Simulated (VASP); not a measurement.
# HfB (Fm-3m) in VASP: single point with PBE

Aim: the single point of HfB with PBE.

Program: VASP 6.6.1. These are calculated values, not measurements. Logs are shortened: lines on timing, memory, paths and dates and some standing lists are left out, and cuts for length are marked.

## 1. The cell of the first run

The structure is cubic, space group Fm-3m (No. 225). Conventional cell: a = 4.620 Å, b = 4.620 Å, c = 4.620 Å, α = 90.00°, β = 90.00°, γ = 90.00°. Within 3.1 Å of Hf (site symmetry m-3m) lie 6 B at 2.31 Å. B (site symmetry m-3m) has 6 Hf at 2.31 Å within 3.1 Å.

## 2. Single point, PBE

The input, INCAR:

```
SYSTEM = HfB
PREC = Accurate
ENCUT = 500
EDIFF = 1E-6
ISMEAR = -1
SIGMA = 0.05
LREAL = .False.
LASPH = .True.
NELM = 120
ALGO = Normal
ISIF = 2
LWAVE = .False.
LCHARG = .False.
GGA = PE
NBANDS = 14
GGA_COMPAT = .False.
```

The input, KPOINTS:

```
regular mesh
0
Gamma
  11 11 11
  0 0 0
```

The input, POSCAR:

```
HfB
1.0
    0.0000000000      2.3100000000      2.3100000000
    2.3100000000      0.0000000000      2.3100000000
    2.3100000000      2.3100000000      0.0000000000
Hf B
1 1
Direct
    0.5000000000      0.5000000000      0.5000000000
    0.0000000000      0.0000000000      0.0000000000
```

Potentials or basis: VASP PAW PBE potentials, release 64 (Hf_pv, B).

Started as:

```bash
> cat potpaw_PBE.64/Hf_pv/POTCAR potpaw_PBE.64/B/POTCAR > POTCAR
> mpirun -np 1 vasp_std > vasp.out
```

OUTCAR:

```text
SYSTEM = HfB
   PREC = Accurate
   ENCUT = 500
   EDIFF = 1E-6
   ISMEAR = -1
   LREAL = .False.
   LASPH = .True.
   NELM = 120
   ISIF = 2
   GGA = PE

 ion  position               nearest neighbor table
   1  0.500  0.500  0.500-   2 2.31   2 2.31   2 2.31   2 2.31   2 2.31   2 2.31
   2  0.000  0.000  0.000-   1 2.31   1 2.31   1 2.31   1 2.31   1 2.31   1 2.31

  LATTYP: Found a face centered cubic cell.
 ALAT       =     4.6200000000

  Lattice vectors:

 A1 = (   0.0000000000,   2.3100000000,   2.3100000000)
 A2 = (   2.3100000000,   0.0000000000,   2.3100000000)
 A3 = (   2.3100000000,   2.3100000000,   0.0000000000)

Analysis of symmetry for initial positions (statically):
=====================================================================
 Subroutine PRICEL returns:
 Original cell was already a primitive cell.

 Routine SETGRP: Setting up the symmetry group for a
 face centered cubic supercell.

 Subroutine GETGRP returns: Found 48 space group operations
 (whereof 48 operations were pure point group operations)
 out of a pool of 48 trial point group operations.

The static configuration has the point symmetry O_h .

Analysis of symmetry for dynamics (positions and initial velocities):
=====================================================================
 Subroutine PRICEL returns:
 Original cell was already a primitive cell.

 Routine SETGRP: Setting up the symmetry group for a
 face centered cubic supercell.

 Subroutine GETGRP returns: Found 48 space group operations
 (whereof 48 operations were pure point group operations)
 out of a pool of 48 trial point group operations.

The dynamic configuration has the point symmetry O_h .

 Subroutine INISYM returns: Found 48 space group operations
 (whereof 48 operations are pure point group operations),
 and found     1 'primitive' translations

----------------------------------------------------------------------------------------

                                     Primitive cell

  volume of cell :      24.6528

  direct lattice vectors                    reciprocal lattice vectors
     0.000000000  2.310000000  2.310000000    -0.216450216  0.216450216  0.216450216
     2.310000000  0.000000000  2.310000000     0.216450216 -0.216450216  0.216450216
     2.310000000  2.310000000  0.000000000     0.216450216  0.216450216 -0.216450216

  length of vectors
     3.266833329  3.266833329  3.266833329     0.374902772  0.374902772  0.374902772

  position of ions in fractional coordinates (direct lattice)
     0.500000000  0.500000000  0.500000000
     0.000000000  0.000000000  0.000000000

  ion indices of the primitive-cell ions
   primitive index   ion index
                 1           1
                 2           2

----------------------------------------------------------------------------------------

 KPOINTS: regular mesh

Automatic generation of k-mesh.
 Grid dimensions read from file:
 generate k-points for:   11   11   11

 Generating k-lattice:

  Cartesian coordinates                     Fractional coordinates (reciprocal lattice)
    -0.019677292  0.019677292  0.019677292     0.090909091  0.000000000  0.000000000
     0.019677292 -0.019677292  0.019677292     0.000000000  0.090909091  0.000000000
     0.019677292  0.019677292 -0.019677292     0.000000000  0.000000000  0.090909091

  Length of vectors
     0.034082070  0.034082070  0.034082070

  Shift w.r.t. Gamma in fractional coordinates (k-lattice)
     0.000000000  0.000000000  0.000000000

 Subroutine IBZKPT returns following result:
 ===========================================

 Found     56 irreducible k-points:

 Following reciprocal coordinates:
            Coordinates               Weight
  0.000000  0.000000  0.000000      1.000000
  0.090909  0.000000  0.000000      8.000000
  0.181818  0.000000  0.000000      8.000000
  0.272727  0.000000  0.000000      8.000000
  0.363636  0.000000  0.000000      8.000000
  0.454545  0.000000  0.000000      8.000000
[... 16 lines left out ...]
 -0.272727  0.181818  0.000000     24.000000
 -0.181818  0.181818  0.000000     12.000000
 [... further k-points ...]
   k-points           NKPTS =     56   k-points in BZ     NKDIM =     56   number of bands    NBANDS=     14
   number of dos      NEDOS =    301   number of ions     NIONS =      2
   total plane-waves  NPLWV =  13824
   dimension x,y,z NGX =    24 NGY =   24 NGZ =   24
   dimension x,y,z NGXF=    48 NGYF=   48 NGZF=   48
   ions per type =               1   1
   NGX,Y,Z   is equivalent  to a cutoff of  12.21, 12.21, 12.21 a.u.
   NGXF,Y,Z  is equivalent  to a cutoff of  24.43, 24.43, 24.43 a.u.
 SYSTEM =  HfB
   PREC   = accura    normal or accurate (medium, high low for compatibility)
   ISTART =      0    job   : 0-new  1-cont  2-samecut
   ICHARG =      2    charge: 1-file 2-atom 10-const
   ISPIN  =      1    spin polarized calculation?
   LNONCOLLINEAR =      F non collinear calculations
   LSORBIT =      F    spin-orbit coupling
   LASPH  =      T    aspherical Exc in radial PAW
   ENCUT  =  500.0 eV  36.75 Ry    6.06 a.u.   5.96  5.96  5.96*2*pi/ulx,y,z
   NELM   =    120;   NELMIN=  2; NELMDL= -5     # of ELM steps
   EDIFF  = 0.1E-05   stopping-criterion for ELM
   LREAL  =      F    real-space projection
   EDIFFG = 0.1E-04   stopping-criterion for IOM
   NSW    =      0    number of steps for IOM
   IBRION =     -1    ionic relax: 0-MD 1-quasi-New 2-CG
   NFREE  =      0    steps in history (QN), initial steepest desc. (CG)
   ISIF   =      2    stress and relaxation
   ISYM   =      2    0-nonsym 1-usesym 2-fastsym
   POTIM  = 0.5000    time-step for ionic-motion
   TEBEG  =    0.0;   TEEND  =   0.0 temperature during run
   PSTRESS=    0.0 pullay stress
   NELECT =      13.0000    total number of electrons
   NUPDOWN=      -1.0000    fix difference up-down
   EMIN   =  10.00;   EMAX   =-10.00  energy-range for DOS
[... 5 lines left out ...]
     AMIX     =   0.40;   BMIX     =  1.00
     AMIX_MAG =   1.60;   BMIX_MAG =  1.00
  volume/ion in A,a.u.               =      12.33        83.18
  Fermi-wavevector in a.u.,A,eV,Ry     =   1.322617  2.499383 23.800871  1.749315
  Thomas-Fermi vector in A             =   2.452285
   LORBIT       =      0    0 simple, 1 ext, 2 COOP (PROOUT), +10 PAW based schemes
   GGA     = PE    functional components
   LHFCALC =     F    Hartree Fock is set to
   AEXX    =    0.0000 exact exchange contribution
   IVDW    =     0    specifies the selected vdW correction
   LEPSILON=     F    determine dielectric tensor
   LRPA    =     F    only Hartree local field effects (RPA)
 non-spin polarized calculation
  energy-cutoff  :      500.00
  volume of cell :       24.65
 maximum number of plane-waves:       636
   NGX = 11   NGY = 11   NGZ = 11

 number of electron      13.0000002 magnetization

 Free energy of the ion-electron system (eV)
  ---------------------------------------------------
  ext. energy  EPLUGINS =         0.00000000
  ---------------------------------------------------
  free energy    TOTEN  =       -17.15120146 eV

  energy without entropy =      -17.14098616  energy(sigma->0) =      -17.14609381

 E-fermi :   5.1784     XC(G=0): -12.3026

 val. band max:        5.1738404963   @ k =   0.1818   0.0000   0.0000
 cond. band min:       5.2159634383   @ k =  -0.3636   0.3636   0.0000
 fundamental gap:      0.0421229420
 Fermi energy:         5.1783706919

 k-point     1 :       0.0000    0.0000    0.0000
  band No.  band energies     occupation
      1     -23.1690      2.00000
      2     -23.1690      2.00000
      3     -23.1690      2.00000
      4      -4.4471      2.00000
      5       7.3282      0.00000
      6       7.3282      0.00000
      7       7.3282      0.00000
      8       9.0851      0.00000
      9       9.0851      0.00000
     10       9.0851      0.00000
     11       9.3547      0.00000
     12       9.3547      0.00000
     13      16.8017      0.00000
     14      18.1390      0.00000

 k-point     2 :       0.0909    0.0000    0.0000
  band No.  band energies     occupation
      1     -23.2311      2.00000
      2     -23.1753      2.00000
      3     -23.1753      2.00000
      4      -4.2079      2.00000
      5       6.5443      0.00000
      6       7.0539      0.00000
      7       7.0539      0.00000
      8       8.0663      0.00000
      9       8.0663      0.00000
     10       9.4895      0.00000
     11      11.1288      0.00000
     12      11.1288      0.00000
     13      17.4129      0.00000
     14      18.4045      0.00000

 k-point     3 :       0.1818    0.0000    0.0000
  band No.  band energies     occupation
      1     -23.3938      2.00000
      2     -23.1920      2.00000
      3     -23.1920      2.00000
      4      -3.5312      2.00000
      5       5.1738      1.04527
      6       5.8945      0.00000
      7       5.8945      0.00000
      8       8.4793      0.00000
      9       8.4793      0.00000
     10       9.9597      0.00000
     11      13.2767      0.00000
     12      13.2767      0.00000
     13      18.7855      0.00000
     14      19.1000      0.00000

 k-point     4 :       0.2727    0.0000    0.0000
  band No.  band energies     occupation
      1     -23.5993      2.00000
      2     -23.2137      2.00000
      3     -23.2137      2.00000
      4      -2.5278      2.00000
      5       3.7905      2.00000
      6       4.8660      1.99613
      7       4.8660      1.99613
      8       9.4288      0.00000
      9       9.4288      0.00000
     10      10.4128      0.00000
     11      15.5261      0.00000
     12      15.5261      0.00000
     13      18.2703      0.00000
     14      20.3017      0.00000

 k-point     5 :       0.3636    0.0000    0.0000
  band No.  band energies     occupation
      1     -23.7812      2.00000
      2     -23.2336      2.00000
      3     -23.2336      2.00000
      4      -1.3510      2.00000
      5       2.5077      2.00000
      6       4.1588      2.00000
      7       4.1588      2.00000
      8      10.5869      0.00000
      9      10.5869      0.00000
     10      11.1221      0.00000
     11      16.2757      0.00000
[... 276 lines left out ...]
 k-point    22 :      -0.3636    0.1818    0.0000
  band No.  band energies     occupation
      1     -23.7914      2.00000
      2     -23.4136      2.00000
      3     -23.2644      2.00000
      4      -0.0803      2.00000
      5       1.4305      2.00000
      6       3.9754      2.00000
      7       4.1333      2.00000
      8      10.6621      0.00000
      9      11.3797      0.00000
     10      11.9345      0.00000
     11      15.8069      0.00000
     12      16.4743      0.00000
     13      19.1383      0.00000
     14      20.3103      0.00000

 k-point    23 :      -0.2727    0.1818    0.0000
  band No.  band energies     occupation
      1     -23.6950      2.00000
      2     -23.3961      2.00000
      3     -23.2311      2.00000
      4      -1.1532      2.00000
      5       2.4775      2.00000
      6       4.1815      2.00000
      7       4.2522      2.00000
      8       9.5494      0.00000
      9      11.4649      0.00000
     10      12.1875      0.00000
     11      14.1927      0.00000
     12      16.8096      0.00000
     13      19.2073      0.00000
     14      20.3114      0.00000

 k-point    24 :      -0.1818    0.1818    0.0000
  band No.  band energies     occupation
      1     -23.5760      2.00000
      2     -23.3357      2.00000
      3     -23.2025      2.00000
      4      -2.2047      2.00000
      5       3.6167      2.00000
      6       4.5929      1.99998
      7       4.6442      1.99995
      8       8.6986      0.00000
      9      10.9827      0.00000
     10      11.3945      0.00000
     11      13.1739      0.00000
     12      17.4472      0.00000
     13      18.1496      0.00000
     14      20.3093      0.00000

 [... further k-points ...]
[... 5 lines left out ...]
  --------------------------------------------------------------------------------------
  -------------------------------------------------------------------------------------
  Total        4.7140675      4.7140675      4.7140675     -0.0000000      0.0000000      0.0000000
  in kB      306.3659118    306.3659118    306.3659118     -0.0000000      0.0000000      0.0000000
  external PRESSURE =     306.3659118 kB  Pullay stress =       0.0000000 kB

 VOLUME and BASIS-vectors are now :
 -----------------------------------------------------------------------------
  energy-cutoff  :      500.00
  volume of cell :       24.65
      direct lattice vectors                 reciprocal lattice vectors
     0.000000000  2.310000000  2.310000000    -0.216450216  0.216450216  0.216450216
     2.310000000  0.000000000  2.310000000     0.216450216 -0.216450216  0.216450216
     2.310000000  2.310000000  0.000000000     0.216450216  0.216450216 -0.216450216

 POSITION                                       TOTAL-FORCE (eV/Angst)
 -----------------------------------------------------------------------------------
      2.31000      2.31000      2.31000         0.000000     -0.000000     -0.000000
      0.00000      0.00000      0.00000         0.000000      0.000000      0.000000
 -----------------------------------------------------------------------------------
    total drift:                                0.000000     -0.000000      0.000000

  FREE ENERGIE OF THE ION-ELECTRON SYSTEM (eV)
  ---------------------------------------------------
  free  energy   TOTEN  =       -17.1512014632 eV

  energy  without entropy=      -17.1409861557  energy(sigma->0) =      -17.14609381
```

Wall time 6.5 s (1 thread of AMD EPYC 9R45 (Zen 5), shared host); peak memory 0.12 GiB.

Results:

```
Free energy : -17.1512 eV
Pressure    : 30.6 GPa
```

Levels at points of the mesh, in eV from the Fermi level:
```csv
k point,band 4,band 5,band 6,band 7,band 8,band 9,band 10,band 11
"(0.00, 0.00, 0.00)",-9.63,2.15,2.15,2.15,3.91,3.91,3.91,4.18
```

Caveat: spin-orbit coupling is left out, which moves the levels of the heavy elements.
